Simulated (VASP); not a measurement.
Runs of VASP 6.6.1 on SnSe. The structure is that of space group P4/nmm (No. 129), or close to it. The cells are those of the table. 

| level | potentials or basis | cell | k mesh | grid for exact exchange (PRECFOCK) | share of exact exchange | screening parameter | gap on the mesh (eV) | largest force (eV/Å) |
| --- | --- | --- | --- | --- | --- | --- | --- | --- |
| LDA | VASP PAW LDA potentials, release 64 (Sn_d, Se) | a = 4.369, b = 4.369, c = 11.206 Å, 4 atoms | 6 × 6 × 3 | - | - | - | 1.50 | 0.57 |
| PBEsol | VASP PAW PBE potentials, release 64 (Sn_d, Se) | a = 4.369, b = 4.369, c = 11.206 Å, 4 atoms | 6 × 6 × 3 | - | - | - | 1.52 | 0.46 |
| PBEsol | VASP PAW PBE potentials, release 64 (Sn_d, Se) | a = 4.285, b = 4.285, c = 10.991 Å, 4 atoms | 6 × 6 × 3 | - | - | - | 1.47 | 0.09 |
| PBE-based screened hybrid | VASP PAW PBE potentials, release 64 (Sn_d, Se) | a = 4.285, b = 4.285, c = 10.991 Å, 4 atoms | 3 × 3 × 2 | Normal | 0.05 | 0.2 1/Å | 1.61 | 0.62 |
| LDA | VASP PAW LDA potentials, release 64 (Sn_d, Se) | a = 4.257, b = 4.257, c = 10.917 Å, 4 atoms | 6 × 6 × 3 | - | - | - | (a) | 0.09 |
| PBE | VASP PAW PBE potentials, release 64 (Sn_d, Se) | a = 4.285, b = 4.285, c = 10.991 Å, 4 atoms | 6 × 6 × 3 | - | - | - | 1.52 | 0.27 |
| PBEsol | VASP PAW PBE potentials, release 64 (Sn_d, Se) | a = 4.198, b = 4.198, c = 10.766 Å, 4 atoms | 6 × 6 × 3 | - | - | - | (b) | 0.46 |
| LDA | VASP PAW LDA potentials, release 64 (Sn_d, Se) | a = 4.342, b = 4.342, c = 11.135 Å, 4 atoms | 6 × 6 × 3 | - | - | - | 1.49 | 0.46 |
| PBEsol | VASP PAW PBE potentials, release 64 (Sn_d, Se) | a = 4.257, b = 4.257, c = 10.917 Å, 4 atoms | 6 × 6 × 3 | - | - | - | 1.44 | 0.21 |
| PBE-based screened hybrid | VASP PAW PBE potentials, release 64 (Sn_d, Se) | a = 4.285, b = 4.285, c = 10.991 Å, 4 atoms | 3 × 3 × 2 | Normal | 0.15 | 0.2 1/Å | 1.81 | 0.49 |
| PBEsol | VASP PAW PBE potentials, release 64 (Sn_d, Se) | a = 4.314, b = 4.314, c = 11.063 Å, 4 atoms | 6 × 6 × 3 | - | - | - | 1.49 | 0.22 |

Alike in all rows: task single point; no spin polarisation; cutoff (eV) 520; smearing fermi-dirac 0.05 eV.

Task: Fill in the values left out.

Result: (a) 1.43; (b) 1.39.

Caveats: some runs use coarse meshes; spin-orbit coupling is left out, which moves the levels of the heavy elements; the PAW data sets were made with another functional, which shifts forces and pressure a little (some runs).

A k mesh can miss the band edges, and the runs leave out spin-orbit coupling on Se, Sn.
